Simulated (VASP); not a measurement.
# C in VASP: single point with PBEsol+D4

Aim: the single point of C with PBEsol+D4.

Program: VASP 6.6.1. These are calculated values, not measurements. Logs are shortened: lines on timing, memory, paths and dates and some standing lists are left out, and cuts for length are marked.

### 1 The cell of the first run

The cell holds a slab with vacuum, 2 atoms: a = 2.457 Å, b = 2.457 Å, c = 20.845 Å, α = 90.00°, β = 90.00°, γ = 120.00°.

### 2 Single point, PBEsol+D4

Contents of INCAR:

```
PREC     = Accurate       # precision mode
ENCUT    = 520            # plane-wave cutoff, eV
EDIFF    = 1E-6           # SCF threshold, eV
ISMEAR   = 0              # smearing method
SIGMA    = 0.04           # smearing width, eV
LREAL    = False          # projectors in reciprocal space
LASPH    = True           # aspherical terms in the spheres
NELM     = 120            # most SCF steps
ALGO     = Normal         # electronic algorithm
ISIF     = 2              # what is computed and relaxed
LWAVE    = False          # write WAVECAR
LCHARG   = False          # write CHGCAR
LDIPOL   = True         
IDIPOL   = 3            
DIPOL    = 0.5 0.5 0.619
GGA      = PS             # functional
IVDW     = 13             # dispersion correction
NBANDS   = 11             # bands
GGA_COMPAT= False        
NELMDL   = -8
```

Contents of KPOINTS:

```
Automatic mesh
0
Gamma
  15 15 1
```

Contents of POSCAR:

```
C
1.0
    2.4568680548      0.0000000000      0.0000000000
   -1.2284340274      2.1277101492      0.0000000000
    0.0000000000      0.0000000000     20.8454577629
C
2
Direct
    0.3333333333      0.6666666667      0.6199350585
    1.0000000000      0.0000000000      0.6188543147
```

Potentials or basis: VASP PAW PBE potentials, release 64 (C).

The run is started by

```
> cat potpaw_PBE.64/C/POTCAR > POTCAR
> mpirun -np 1 vasp_std > vasp.out
```

OUTCAR:

```text
PREC = Accurate
   ENCUT = 520
   EDIFF = 1E-6
   ISMEAR = 0
   LREAL = False
   LASPH = True
   NELM = 120
   ISIF = 2
   GGA = PS
   IVDW = 13
   NELMDL = -8

 ion  position               nearest neighbor table
   1  0.333  0.667  0.620-   2 1.42   2 1.42   2 1.42
   2  0.000  0.000  0.619-   1 1.42   1 1.42   1 1.42

  LATTYP: Found a hexagonal cell.
 ALAT       =     2.4568680548
 C/A-ratio  =     8.4845654296

  Lattice vectors:

 A1 = (   2.4568680548,   0.0000000000,   0.0000000000)
 A2 = (  -1.2284340274,   2.1277101492,   0.0000000000)
 A3 = (   0.0000000000,   0.0000000000,  20.8454577629)

Analysis of symmetry for initial positions (statically):
=====================================================================
 Subroutine PRICEL returns:
 Original cell was already a primitive cell.

 Routine SETGRP: Setting up the symmetry group for a
 hexagonal supercell.

 Subroutine GETGRP returns: Found 12 space group operations
 (whereof  6 operations were pure point group operations)
 out of a pool of 24 trial point group operations.

The static configuration has the point symmetry C_3v.
 The point group associated with its full space group is D_3d.

Analysis of symmetry for dynamics (positions and initial velocities):
=====================================================================
 Subroutine PRICEL returns:
 Original cell was already a primitive cell.

 Routine SETGRP: Setting up the symmetry group for a
 hexagonal supercell.

 Subroutine GETGRP returns: Found 12 space group operations
 (whereof  6 operations were pure point group operations)
 out of a pool of 24 trial point group operations.

The dynamic configuration has the point symmetry C_3v.
 The point group associated with its full space group is D_3d.

 Subroutine INISYM returns: Found 12 space group operations
 (whereof  6 operations are pure point group operations),
 and found     1 'primitive' translations

----------------------------------------------------------------------------------------

                                     Primitive cell

  volume of cell :     108.9697

  direct lattice vectors                    reciprocal lattice vectors
     2.456868055  0.000000000  0.000000000     0.407022265  0.234994414  0.000000000
    -1.228434027  2.127710149  0.000000000     0.000000000  0.469988828  0.000000000
     0.000000000  0.000000000 20.845457763     0.000000000  0.000000000  0.047972082

  length of vectors
     2.456868055  2.456868055 20.845457763     0.469988828  0.469988828  0.047972082

  position of ions in fractional coordinates (direct lattice)
     0.333333333  0.666666667  0.619935058
     0.000000000  0.000000000  0.618854315

  ion indices of the primitive-cell ions
   primitive index   ion index
                 1           1
                 2           2

----------------------------------------------------------------------------------------

 KPOINTS: Automatic mesh

Automatic generation of k-mesh.
 Grid dimensions read from file:
 generate k-points for:   15   15    1

 Generating k-lattice:

  Cartesian coordinates                     Fractional coordinates (reciprocal lattice)
     0.027134818  0.015666294  0.000000000     0.066666667  0.000000000  0.000000000
     0.000000000  0.031332589  0.000000000     0.000000000  0.066666667  0.000000000
     0.000000000  0.000000000  0.047972082     0.000000000  0.000000000  1.000000000

  Length of vectors
     0.031332589  0.031332589  0.047972082

  Shift w.r.t. Gamma in fractional coordinates (k-lattice)
     0.000000000  0.000000000  0.000000000

 Subroutine IBZKPT returns following result:
 ===========================================

 Found     27 irreducible k-points:

 Following reciprocal coordinates:
            Coordinates               Weight
  0.000000  0.000000  0.000000      1.000000
  0.066667 -0.000000  0.000000      6.000000
  0.133333  0.000000  0.000000      6.000000
  0.200000 -0.000000  0.000000      6.000000
  0.266667  0.000000  0.000000      6.000000
  0.333333 -0.000000  0.000000      6.000000
[... 16 lines left out ...]
  0.333333  0.200000  0.000000     12.000000
  0.400000  0.200000  0.000000      6.000000
 [... further k-points ...]
   k-points           NKPTS =     27   k-points in BZ     NKDIM =     27   number of bands    NBANDS=     11
   number of dos      NEDOS =    301   number of ions     NIONS =      2
   total plane-waves  NPLWV =  51840
   dimension x,y,z NGX =    18 NGY =   18 NGZ =  160
   dimension x,y,z NGXF=    36 NGYF=   36 NGZF=  320
   ions per type =               2
   NGX,Y,Z   is equivalent  to a cutoff of  12.18, 12.18, 12.76 a.u.
   NGXF,Y,Z  is equivalent  to a cutoff of  24.36, 24.36, 25.52 a.u.
 SYSTEM =  unknown system
   PREC   = accura    normal or accurate (medium, high low for compatibility)
   ISTART =      0    job   : 0-new  1-cont  2-samecut
   ICHARG =      2    charge: 1-file 2-atom 10-const
   ISPIN  =      1    spin polarized calculation?
   LNONCOLLINEAR =      F non collinear calculations
   LSORBIT =      F    spin-orbit coupling
   LASPH  =      T    aspherical Exc in radial PAW
   ENCUT  =  520.0 eV  38.22 Ry    6.18 a.u.   4.57  4.57 38.76*2*pi/ulx,y,z
   NELM   =    120;   NELMIN=  2; NELMDL= -8     # of ELM steps
   EDIFF  = 0.1E-05   stopping-criterion for ELM
   LREAL  =      F    real-space projection
   EDIFFG = 0.1E-04   stopping-criterion for IOM
   NSW    =      0    number of steps for IOM
   IBRION =     -1    ionic relax: 0-MD 1-quasi-New 2-CG
   NFREE  =      0    steps in history (QN), initial steepest desc. (CG)
   ISIF   =      2    stress and relaxation
   ISYM   =      2    0-nonsym 1-usesym 2-fastsym
   POTIM  = 0.5000    time-step for ionic-motion
   TEBEG  =    0.0;   TEEND  =   0.0 temperature during run
   PSTRESS=    0.0 pullay stress
   NELECT =       8.0000    total number of electrons
   NUPDOWN=      -1.0000    fix difference up-down
   EMIN   =  10.00;   EMAX   =-10.00  energy-range for DOS
   EFERMI =   0.00;   METHOD = LEGACY
   ISMEAR =     0;   SIGMA  =   0.04  broadening in eV -4-tet -1-fermi 0-gaus
   EFERMI_NEDOS =   21; number of points for ismear=-14 and -15
   IALGO  =     38    algorithm
   IMIX   =      4    mixing-type and parameters
     AMIX     =   0.40;   BMIX     =  1.00
     AMIX_MAG =   1.60;   BMIX_MAG =  1.00
  volume/ion in A,a.u.               =      54.48       367.68
  Fermi-wavevector in a.u.,A,eV,Ry     =   0.685493  1.295394  6.393383  0.469900
  Thomas-Fermi vector in A             =   1.765450
   LORBIT       =      0    0 simple, 1 ext, 2 COOP (PROOUT), +10 PAW based schemes
   GGA     = PS    functional components
   LHFCALC =     F    Hartree Fock is set to
   AEXX    =    0.0000 exact exchange contribution
   IVDW    =    13    specifies the selected vdW correction
   LEPSILON=     F    determine dielectric tensor
   LRPA    =     F    only Hartree local field effects (RPA)
 non-spin polarized calculation
 Gauss-broadening in eV      SIGMA  =   0.04
  energy-cutoff  :      520.00
  volume of cell :      108.97
 maximum number of plane-waves:      2978
   NGX =  9   NGY =  9   NGZ = 77

 dipolmoment           0.000000      0.000000      0.000002 electrons x Angstroem

 number of electron       7.9999998 magnetization

 dipolmoment           0.000000      0.000000     -0.000002 electrons x Angstroem

 Free energy of the ion-electron system (eV)
  ---------------------------------------------------
  ext. energy  EPLUGINS =         0.00000000
  ---------------------------------------------------
  free energy    TOTEN  =       -19.27605699 eV

  energy without entropy =      -19.27565579  energy(sigma->0) =      -19.27585639

 E-fermi :  -2.8491     XC(G=0):  -2.1069

 val. band max:       -2.8491122952   @ k =   0.3333   0.3333   0.0000
 cond. band min:      -2.8491059748   @ k =   0.3333   0.3333   0.0000
 fundamental gap:      0.0000063204
 Fermi energy:        -2.8491091351

 k-point     1 :       0.0000    0.0000    0.0000
  band No.  band energies     occupation
      1     -22.4201      2.00000
      2     -10.5707      2.00000
      3      -5.8454      2.00000
      4      -5.8454      2.00000
      5       0.5234      0.00000
      6       1.3304      0.00000
      7       1.4819      0.00000
      8       2.4200      0.00000
      9       2.8138      0.00000
     10       4.3480      0.00000
     11       4.8925      0.00000

 k-point     2 :       0.0667   -0.0000    0.0000
  band No.  band energies     occupation
      1     -22.3144      2.00000
      2     -10.4439      2.00000
      3      -6.2714      2.00000
      4      -6.0720      2.00000
      5       0.6665      0.00000
      6       1.4760      0.00000
      7       1.6292      0.00000
      8       2.5661      0.00000
      9       2.9593      0.00000
     10       4.4926      0.00000
     11       5.0313      0.00000

 k-point     3 :       0.1333    0.0000    0.0000
  band No.  band energies     occupation
      1     -21.9977      2.00000
      2     -10.0653      2.00000
      3      -7.4044      2.00000
      4      -6.6454      2.00000
      5       1.0959      0.00000
      6       1.9124      0.00000
      7       2.0711      0.00000
      8       3.0040      0.00000
      9       3.3955      0.00000
     10       4.9256      0.00000
     11       5.4082      0.00000
[... 267 lines left out ...]
 k-point    23 :       0.3333    0.2000    0.0000
  band No.  band energies     occupation
      1     -17.4503      2.00000
      2     -14.4988      2.00000
      3     -11.6027      2.00000
      4      -5.0265      2.00000
      5      -0.8015      0.00000
      6       7.4491      0.00000
      7       7.9514      0.00000
      8       8.1454      0.00000
      9       8.6999      0.00000
     10       9.1982      0.00000
     11       9.9303      0.00000

 k-point    24 :       0.4000    0.2000    0.0000
  band No.  band energies     occupation
      1     -16.4866      2.00000
      2     -15.5747      2.00000
      3     -11.7343      2.00000
      4      -4.3654      2.00000
      5      -1.5523      0.00000
      6       8.0691      0.00000
      7       8.4590      0.00000
      8       9.2074      0.00000
      9       9.4139      0.00000
     10      10.4874      0.00000
     11      10.7501      0.00000

 [... further k-points ...]

------------------------ aborting loop because EDIFF is reached ----------------------------------------

 vacuum level on the upper side and lower side of the slab       (xc-potential included)        -0.274        -0.271

  DFT-D4 for vdW energy calculation

  Edisp (eV):   -0.09779

  FORCE on cell =-STRESS in cart. coord.  units (eV):
  Direction    XX          YY          ZZ          XY          YZ          ZX
  --------------------------------------------------------------------------------------
  -------------------------------------------------------------------------------------
  Total       0.12422     0.12422    -0.01921     0.00000     0.00000     0.00000
  in kB       1.82639     1.82639    -0.28248     0.00000     0.00000     0.00000
  external pressure =        1.12 kB  Pullay stress =        0.00 kB

 VOLUME and BASIS-vectors are now :
 -----------------------------------------------------------------------------
  energy-cutoff  :      520.00
  volume of cell :      108.97
      direct lattice vectors                 reciprocal lattice vectors
     2.456868055  0.000000000  0.000000000     0.407022265  0.234994414  0.000000000
    -1.228434027  2.127710149  0.000000000     0.000000000  0.469988828  0.000000000
     0.000000000  0.000000000 20.845457763     0.000000000  0.000000000  0.047972082

 POSITION                                       TOTAL-FORCE (eV/Angst)
 -----------------------------------------------------------------------------------
     -0.00000      1.41847     12.92283         0.000000      0.000000     -0.380993
      0.00000      0.00000     12.90030        -0.000000     -0.000000      0.380993
 -----------------------------------------------------------------------------------
    total drift:                                0.000000     -0.000000     -0.000023

  FREE ENERGIE OF THE ION-ELECTRON SYSTEM (eV)
  ---------------------------------------------------
  free  energy   TOTEN  =       -19.3738430728 eV

  energy  without entropy=      -19.3734418713  energy(sigma->0) =      -19.37364247

 vacuum level on the upper side and lower side of the slab         1.209         1.210
```

It took 21 s on 1 thread of Intel Xeon 6975P-C (Granite Rapids), shared host; peak memory 0.21 GiB.

What came out:

```yaml
Free_energy: -19.3738 eV
Largest_force: 0.381 eV/Å
Band_gap_on_the_k_mesh: zero (filled and empty bands touch)
Dispersion_energy_per_atom: -0.049 eV
```

Forces in eV/Å, atoms in the order of the input:
```
C    0.000  0.000 -0.381
C    0.000  0.000  0.381
```

Levels at points of the mesh, in eV from the Fermi level:
```
           k point  band 1  band 2  band 3  band 4  band 5  band 6  band 7  band 8
(0.00, 0.00, 0.00)  -19.57   -7.72   -3.00   -3.00    3.37    4.18    4.33    5.27
```

Caveat: the PAW data sets were made with another functional, which shifts forces and pressure a little.
